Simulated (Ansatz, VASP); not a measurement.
One calculation of CaO, two programs

INCAR

```
SYSTEM = CaO
ALGO = Normal
EDIFF = 1E-6
ENCUT = 520
GGA = PE
ISIF = 2
ISMEAR = -1
LASPH = .True.
LCHARG = .False.
LREAL = .False.
LWAVE = .False.
NBANDS = 15
NELM = 60
PREC = Accurate
SIGMA = 0.02
```

KPOINTS

```
k-points
0
Gamma
  10 10 10
  0 0 0
```

The input POSCAR:

```
CaO
1.0
    0.0000000000      2.4857771349      2.3975473909
    2.3975473909      0.0000000000      2.3975473909
    2.3975473909      2.4857771349      0.0000000000
Ca O
1 1
Direct
    0.0000000000      0.0000000000      0.0000000000
    0.5000000000      0.5000000000      0.5000000000
```

Input for Ansatz:

```yaml
crystal:
  lattice:
    - [0.0, 2.4857771349, 2.3975473909]
    - [2.3975473909, 0.0, 2.3975473909]
    - [2.3975473909, 2.4857771349, 0.0]
  atoms:
    - { symbol: Ca, position: [0.0, 0.0, 0.0] }
    - { symbol: O, position: [0.5, 0.5, 0.5] }
kpoints:
  mp_grid: { grid: [10, 10, 10] }
  band_path:
    path:
      - [0.0, 0.0, 0.0]
      - [0.5, 0.0, 0.5]
      - [0.625, 0.25, 0.625]
      - [0.375, 0.375, 0.75]
      - [0.5, 0.5, 0.5]
      - [0.5, 0.25, 0.75]
      - [0.0, 0.5, 0.5]
    npoints: 1
hamiltonian:
  xc: pbe
scf:
  occupations: { method: fermi_dirac, width: 0.02 }
  n_extra_bands: 4
output:
  forces: true
  stress: true
  eigenvalues: true
  write_density: true
  write_potential: true
  elf: true
  volumetric_format: npy
```

Change from the starting cell: uniaxial_y strain +3.7%.

Alike in both runs: task single point; functional PBE; k mesh 10 × 10 × 10; occupations fermi-dirac, width 0.02 eV; no spin polarisation.

```csv
,VASP,Ansatz
version,VASP 6.6.1,Ansatz 0.2.0
potentials or method,"VASP PAW PBE potentials, release 64 (Ca_sv, O)","plane waves, PAW"
plane-wave cutoff (eV),520,420
valence electrons in the cell,16,16
```

VASP gave:

* gap on the k mesh at the Fermi level (eV): 3.59
* pressure (GPa): -0.6
* traceless stress, the component that is largest in VASP (GPa): -3.15

Which values does Ansatz return?

gap on the k mesh at the Fermi level (eV): 3.61; pressure (GPa): -1.1; traceless stress, the component that is largest in VASP (GPa): -3.00.
